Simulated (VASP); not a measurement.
SrTiO3, 5 atoms in the cell. Symmetry: R-3m, No. 166, trigonal system. Conventional cell: a = 4.418 Å, b = 4.418 Å, c = 10.823 Å, α = 90.00°, β = 90.00°, γ = 120.00°. Sr (site symmetry -3m) has 6 O at 2.21 Å within 2.9 Å. Ti (site symmetry -3m) has 6 O at 2.21 Å within 2.9 Å. O (site symmetry 2/m) has 2 Sr at 2.21 Å and 2 Ti at 2.21 Å and 4 O at 2.21 Å within 2.9 Å.  This cell differs from its parent crystal: ratio of the length along [111] to the lengths across it x 2.0, volume and fractional coordinates fixed.

- Program: VASP 6.6.1
- Task: single point
- Functional: PBE
- Potentials or basis: VASP PAW PBE potentials, release 64 (Sr_sv, Ti_sv, O)
- Cutoff: 520 eV
- k mesh: 8 × 8 × 8
- Occupations: gaussian, width 0.05 eV
- Spin: no spin polarisation
- Dipole correction: no
- Further INCAR settings: ALGO = Normal; EDIFF = 1e-06; NBANDS = 28

Potentials or basis: VASP PAW PBE potentials, release 64 (Sr_sv, Ti_sv, O).

Launch:

```bash
$ cat potpaw_PBE.64/Sr_sv/POTCAR potpaw_PBE.64/Ti_sv/POTCAR potpaw_PBE.64/O/POTCAR > POTCAR
$ mpirun -np 1 vasp_std > vasp.out
```

Hardware: 1 thread of Intel(R) Xeon(R) 6975P-C (Granite Rapids) (shared host).

Q: How long does it take, and how much memory?

A: It took 61 s on 1 thread of Intel(R) Xeon(R) 6975P-C (Granite Rapids) (shared host), peak memory 0.27 GiB. Counts: scf iterations 17, k points 65.
